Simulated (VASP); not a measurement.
# H (Fm-3m) in VASP: further runs

Runs on H. Level: PBEsol. Tasks: relaxation of cell and atoms, single point.

Program: VASP 6.6.1. These are calculated values, not measurements. Logs are shortened: lines on timing, memory, paths and dates and some standing lists are left out, and cuts for length are marked.

## Step 1: The cell of the first run

The structure is cubic, space group Fm-3m (No. 225). Conventional cell: a = 3.441 Å, b = 3.441 Å, c = 3.441 Å, α = 90.00°, β = 90.00°, γ = 90.00°. Within 3.2 Å of H (site symmetry m-3m) lie 12 H at 2.43 Å.

## Step 2: Relaxation of cell and atoms, PBEsol

Input file INCAR:

```
  PREC = Accurate
  ENCUT = 600
  EDIFF = 1E-7
  ISMEAR = 0
  SIGMA = 0.1
  LREAL = False
  LASPH = True
  NELM = 80
  ALGO = Normal
  ISIF = 3
  LWAVE = False
  LCHARG = False
  GGA = PS
  IBRION = 2
  NSW = 90
  EDIFFG = -0.04
```

Input file KPOINTS:

```
Automatic mesh
0
Gamma
  8 8 8
```

Input file POSCAR:

```
H
1.0
    0.0000000000      1.7206578369      1.7206578369
    1.7206578369      0.0000000000      1.7206578369
    1.7206578369      1.7206578369      0.0000000000
H
1
Direct
    0.0000000000      0.0000000000      0.0000000000
```

Potentials or basis: VASP PAW PBE potentials, release 64 (H).

Run with:

```
$ cat potpaw_PBE.64/H/POTCAR > POTCAR
$ mpirun -np 1 vasp_std > vasp.out
```

OUTCAR:

```text
PREC = Accurate
   ENCUT = 600
   EDIFF = 1E-7
   ISMEAR = 0
   LREAL = False
   LASPH = True
   NELM = 80
   ISIF = 3
   GGA = PS
   IBRION = 2
   NSW = 90
   EDIFFG = -0.04

 ion  position               nearest neighbor table
   1  0.000  0.000  0.000-

  LATTYP: Found a face centered cubic cell.
 ALAT       =     3.4413156738

  Lattice vectors:

 A1 = (   0.0000000000,   1.7206578369,   1.7206578369)
 A2 = (   1.7206578369,   0.0000000000,   1.7206578369)
 A3 = (   1.7206578369,   1.7206578369,   0.0000000000)

Analysis of symmetry for initial positions (statically):
=====================================================================
 Subroutine PRICEL returns:
 Original cell was already a primitive cell.

 Routine SETGRP: Setting up the symmetry group for a
 face centered cubic supercell.

 Subroutine GETGRP returns: Found 48 space group operations
 (whereof 48 operations were pure point group operations)
 out of a pool of 48 trial point group operations.

The static configuration has the point symmetry O_h .

Analysis of symmetry for dynamics (positions and initial velocities):
=====================================================================
 Subroutine PRICEL returns:
 Original cell was already a primitive cell.

 Routine SETGRP: Setting up the symmetry group for a
 face centered cubic supercell.

 Subroutine GETGRP returns: Found 48 space group operations
 (whereof 48 operations were pure point group operations)
 out of a pool of 48 trial point group operations.

The dynamic configuration has the point symmetry O_h .

 Subroutine INISYM returns: Found 48 space group operations
 (whereof 48 operations are pure point group operations),
 and found     1 'primitive' translations

----------------------------------------------------------------------------------------

                                     Primitive cell

  volume of cell :      10.1886

  direct lattice vectors                    reciprocal lattice vectors
     0.000000000  1.720657837  1.720657837    -0.290586536  0.290586536  0.290586536
     1.720657837  0.000000000  1.720657837     0.290586536 -0.290586536  0.290586536
     1.720657837  1.720657837  0.000000000     0.290586536  0.290586536 -0.290586536

  length of vectors
     2.433377649  2.433377649  2.433377649     0.503310644  0.503310644  0.503310644

  position of ions in fractional coordinates (direct lattice)
     0.000000000  0.000000000  0.000000000

  ion indices of the primitive-cell ions
   primitive index   ion index
                 1           1

----------------------------------------------------------------------------------------

 KPOINTS: Automatic mesh

Automatic generation of k-mesh.
 Grid dimensions read from file:
 generate k-points for:    8    8    8

 Generating k-lattice:

  Cartesian coordinates                     Fractional coordinates (reciprocal lattice)
    -0.036323317  0.036323317  0.036323317     0.125000000  0.000000000  0.000000000
     0.036323317 -0.036323317  0.036323317     0.000000000  0.125000000  0.000000000
     0.036323317  0.036323317 -0.036323317     0.000000000  0.000000000  0.125000000

  Length of vectors
     0.062913830  0.062913830  0.062913830

  Shift w.r.t. Gamma in fractional coordinates (k-lattice)
     0.000000000  0.000000000  0.000000000

 Subroutine IBZKPT returns following result:
 ===========================================

 Found     29 irreducible k-points:

 Following reciprocal coordinates:
            Coordinates               Weight
  0.000000  0.000000  0.000000      1.000000
  0.125000  0.000000  0.000000      8.000000
  0.250000  0.000000  0.000000      8.000000
  0.375000  0.000000  0.000000      8.000000
  0.500000  0.000000  0.000000      4.000000
  0.125000  0.125000  0.000000      6.000000
[... 16 lines left out ...]
  0.500000  0.250000  0.125000     48.000000
 -0.375000  0.250000  0.125000     24.000000
 [... further k-points ...]
   k-points           NKPTS =     29   k-points in BZ     NKDIM =     29   number of bands    NBANDS=      4
   number of dos      NEDOS =    301   number of ions     NIONS =      1
   total plane-waves  NPLWV =   8000
   dimension x,y,z NGX =    20 NGY =   20 NGZ =   20
   dimension x,y,z NGXF=    40 NGYF=   40 NGZF=   40
   ions per type =               1
   NGX,Y,Z   is equivalent  to a cutoff of  13.66, 13.66, 13.66 a.u.
   NGXF,Y,Z  is equivalent  to a cutoff of  27.33, 27.33, 27.33 a.u.
 SYSTEM =  unknown system
   PREC   = accura    normal or accurate (medium, high low for compatibility)
   ISTART =      0    job   : 0-new  1-cont  2-samecut
   ICHARG =      2    charge: 1-file 2-atom 10-const
   ISPIN  =      1    spin polarized calculation?
   LNONCOLLINEAR =      F non collinear calculations
   LSORBIT =      F    spin-orbit coupling
   LASPH  =      T    aspherical Exc in radial PAW
   ENCUT  =  600.0 eV  44.10 Ry    6.64 a.u.   4.86  4.86  4.86*2*pi/ulx,y,z
   NELM   =     80;   NELMIN=  2; NELMDL= -5     # of ELM steps
   EDIFF  = 0.1E-06   stopping-criterion for ELM
   LREAL  =      F    real-space projection
   EDIFFG = -.4E-01   stopping-criterion for IOM
   NSW    =     90    number of steps for IOM
   IBRION =      2    ionic relax: 0-MD 1-quasi-New 2-CG
   NFREE  =      1    steps in history (QN), initial steepest desc. (CG)
   ISIF   =      3    stress and relaxation
   ISYM   =      2    0-nonsym 1-usesym 2-fastsym
   POTIM  = 0.5000    time-step for ionic-motion
   TEBEG  =    0.0;   TEEND  =   0.0 temperature during run
   PSTRESS=    0.0 pullay stress
   NELECT =       1.0000    total number of electrons
   NUPDOWN=      -1.0000    fix difference up-down
   EMIN   =  10.00;   EMAX   =-10.00  energy-range for DOS
   EFERMI =   0.00;   METHOD = LEGACY
   ISMEAR =     0;   SIGMA  =   0.10  broadening in eV -4-tet -1-fermi 0-gaus
   EFERMI_NEDOS =   21; number of points for ismear=-14 and -15
   IALGO  =     38    algorithm
   IMIX   =      4    mixing-type and parameters
     AMIX     =   0.40;   BMIX     =  1.00
     AMIX_MAG =   1.60;   BMIX_MAG =  1.00
  volume/ion in A,a.u.               =      10.19        68.76
  Fermi-wavevector in a.u.,A,eV,Ry     =   0.755157  1.427039  7.758877  0.570261
  Thomas-Fermi vector in A             =   1.852987
   LORBIT       =      0    0 simple, 1 ext, 2 COOP (PROOUT), +10 PAW based schemes
   GGA     = PS    functional components
   LHFCALC =     F    Hartree Fock is set to
   AEXX    =    0.0000 exact exchange contribution
   IVDW    =     0    specifies the selected vdW correction
   LEPSILON=     F    determine dielectric tensor
   LRPA    =     F    only Hartree local field effects (RPA)
 conjugate gradient relaxation of ions
 non-spin polarized calculation
 Gauss-broadening in eV      SIGMA  =   0.10
  energy-cutoff  :      600.00
  volume of cell :       10.19
 maximum number of plane-waves:       347
   NGX =  9   NGY =  9   NGZ =  9

--------------------------------------- Ionic step        1  -------------------------------------------

 number of electron       1.0000000 magnetization

 Free energy of the ion-electron system (eV)
  ---------------------------------------------------
  ext. energy  EPLUGINS =         0.00000000
  ---------------------------------------------------
  free energy    TOTEN  =        -1.26857874 eV

  energy without entropy =       -1.26790608  energy(sigma->0) =       -1.26824241

------------------------ aborting loop because EDIFF is reached ----------------------------------------

  FORCE on cell =-STRESS in cart. coord.  units (eV):
  Direction    XX          YY          ZZ          XY          YZ          ZX
  --------------------------------------------------------------------------------------
  -------------------------------------------------------------------------------------
  Total       -1.0777620     -1.0777620     -1.0777620     -0.0000000      0.0000000     -0.0000000
  in kB     -169.4805684   -169.4805684   -169.4805684     -0.0000000      0.0000000     -0.0000000
  external PRESSURE =    -169.4805684 kB  Pullay stress =       0.0000000 kB

 VOLUME and BASIS-vectors are now :
 -----------------------------------------------------------------------------
  energy-cutoff  :      600.00
  volume of cell :       10.19
      direct lattice vectors                 reciprocal lattice vectors
     0.000000000  1.720657837  1.720657837    -0.290586536  0.290586536  0.290586536
     1.720657837  0.000000000  1.720657837     0.290586536 -0.290586536  0.290586536
     1.720657837  1.720657837  0.000000000     0.290586536  0.290586536 -0.290586536
[... 742 lines left out ...]
 POSITION                                       TOTAL-FORCE (eV/Angst)
 -----------------------------------------------------------------------------------
      0.00000      0.00000     -0.00000         0.000000      0.000000      0.000000
 -----------------------------------------------------------------------------------
    total drift:                                0.000000     -0.000000     -0.000000

  FREE ENERGIE OF THE ION-ELECTRON SYSTEM (eV)
  ---------------------------------------------------
  free  energy   TOTEN  =        -2.2149273784 eV

  energy  without entropy=       -2.2142657978  energy(sigma->0) =       -2.21459659

--------------------------------------- Ionic step        8  -------------------------------------------

 number of electron       1.0000000 magnetization

 Free energy of the ion-electron system (eV)
  ---------------------------------------------------
  ext. energy  EPLUGINS =         0.00000000
  ---------------------------------------------------
  free energy    TOTEN  =        -2.21643000 eV

  energy without entropy =       -2.21576840  energy(sigma->0) =       -2.21609920

 E-fermi :   2.0501     XC(G=0): -11.2375

 val. band max:        2.0500525157   @ k =   0.3750   0.3750   0.0000
 cond. band min:       3.6563713546   @ k =   0.5000   0.3750   0.1250
 fundamental gap:      1.6063188389
 Fermi energy:         2.0500632645

 k-point     1 :       0.0000    0.0000    0.0000
  band No.  band energies     occupation
      1     -13.5780      2.00000
      2      59.2589      0.00000
      3      74.4685      0.00000
      4      74.4685      0.00000

 k-point     2 :       0.1250    0.0000    0.0000
  band No.  band energies     occupation
      1     -12.2510      2.00000
      2      50.8082      0.00000
      3      64.4219      0.00000
      4      69.9820      0.00000
[... 176 lines left out ...]
 POSITION                                       TOTAL-FORCE (eV/Angst)
 -----------------------------------------------------------------------------------
      1.13600      1.13600      2.27199        -0.000000      0.000000     -0.000000
 -----------------------------------------------------------------------------------
    total drift:                               -0.000000     -0.000000      0.000000

  FREE ENERGIE OF THE ION-ELECTRON SYSTEM (eV)
  ---------------------------------------------------
  free  energy   TOTEN  =        -2.2164299980 eV

  energy  without entropy=       -2.2157683973  energy(sigma->0) =       -2.21609920

 reached required accuracy - stopping structural energy minimisation
```

It took 14 s on 1 thread of Intel Xeon 8259CL, shared host; peak memory 0.12 GiB.

What came out:

```yaml
Free_energy: -2.2164 eV
Relaxed_volume: 2.93 Å³/atom
Relaxed_cell: a = 1.607 Å, b = 1.607 Å, c = 1.607 Å, α = 60.00°, β = 60.00°, γ = 60.00°
Space_group_after_relaxing_to_0.1_Å: Fm-3m (No. 225)
Pressure_after_relaxing: -0.5 GPa
Band_gap_on_the_k_mesh: zero (an odd number of electrons rules out a gap without spin polarisation)
```

Final structure:
```
CELL_PARAMETERS angstrom
0.00000 1.13600 1.13600
1.13600 0.00000 1.13600
1.13600 1.13600 0.00000
ATOMIC_POSITIONS crystal
H 0.00000 0.00000 0.00000
```

Caveat: the k points lie up to 0.60 Å⁻¹ apart in the final cell, too coarse for converged energies and pressures of a metal; the volume moved by over 15 % at a fixed basis, so the end points are rough; the atoms stand far beyond bonding distance, and open shells without spin polarisation read as a metal; the PAW data sets were made with another functional, which shifts forces and pressure a little.

(Continued in part 2 of 2.)

The gap in the log of VASP goes by the Fermi energy; the results here count the filled bands.